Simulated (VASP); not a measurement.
**Si: single point with PBEsol**

Crystal: Si.

```
CELL_PARAMETERS angstrom
3.78036 0.00000 0.00000
-1.89018 3.27389 0.00000
0.00000 0.00000 6.43838
ATOMIC_POSITIONS crystal
Si 0.33333 0.66667 0.07880
Si 0.66667 0.33333 0.57880
Si 0.33333 0.66667 0.42120
Si 0.66667 0.33333 0.92120
```

This cell differs from its parent crystal: strained.

* Program: VASP 6.6.1
* Task: single point
* Functional: PBEsol
* Potentials or basis: VASP PAW PBE potentials, release 64 (Si)
* Cutoff: 520 eV
* k mesh: 12 × 12 × 6
* Occupations: gaussian, width 0.05 eV
* Spin: no spin polarisation
* Dipole correction: no
* Further INCAR settings: ALGO = Normal; EDIFF = 1e-06; NBANDS = 16

```yaml
Pressure: 0.8 GPa
Largest_force: 2.819 eV/Å
Band_gap_on_the_k_mesh: zero (bands 8 and 9 overlap by 0.64 eV)
```

Forces on the atoms (eV/Å):
```
Si   0.000  0.000 -2.819
Si   0.000  0.000 -2.819
Si   0.000  0.000  2.819
Si   0.000  0.000  2.819
```

Stress tensor (GPa, compression positive):
```
-2.12  0.00  0.00
 0.00 -2.12  0.00
 0.00  0.00  6.58
```

Levels at points of the mesh, in eV from the Fermi level:
```csv
k point,band 5,band 6,band 7,band 8,band 9,band 10,band 11,band 12
"(0.00, 0.00, 0.00)",-1.41,-1.41,0.39,0.39,1.34,1.60,1.60,1.98
"(0.50, 0.00, 0.00)",-5.40,-3.86,-3.04,-1.18,0.40,1.68,2.09,2.30
"(0.00, 0.00, 0.50)",-0.78,-0.78,-0.78,-0.78,2.07,2.07,2.89,2.89
"(0.50, 0.00, 0.50)",-3.22,-3.22,-2.36,-2.36,0.29,0.29,1.60,1.60
```

Run time: 78 s on 1 thread of Intel Xeon 8259CL, with other jobs on the host, peak memory 0.22 GiB.

Caveat: the cell differs from its parent crystal (strained); semilocal functionals underestimate gaps, so a narrow gap can read as zero; the PAW data sets were made with another functional, which shifts forces and pressure a little.
